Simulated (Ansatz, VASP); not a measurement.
W2S: VASP beside Ansatz

```xyz
3
Lattice="0.0000 2.8636 2.8636 2.8636 0.0000 2.8636 2.8636 2.8636 0.0000" Properties=species:S:1:pos:R:3 pbc="T T T"
W     1.4318    1.4318    1.4318
W     4.2954    4.2954    4.2954
S     0.0000    0.0000    0.0000
```

Alike in both runs: functional PBE; k mesh 14 × 14 × 14; occupations gaussian, width 0.1 eV; no spin polarisation.

Ansatz relaxed the structure, and its values are those at the end. VASP's run is a single point on that final structure, the one shown.

```csv
,VASP,Ansatz
version,VASP 6.6.1,Ansatz 0.2.0
potentials or method,"VASP PAW PBE potentials, release 64 (W_sv, S), cutoff 520 eV","scalar-relativistic, plane waves, PAW"
valence electrons in the cell,34,34
```

Ansatz gave:

- gap on the k mesh at the Fermi level (eV): none
- pressure (GPa): 0.0

Task: Which values does VASP return?

Result: gap on the k mesh at the Fermi level (eV): none; pressure (GPa): 0.5.

A gap of «none» marks a metal or a gap that the smearing closes.

Neither program's run includes spin-orbit coupling.
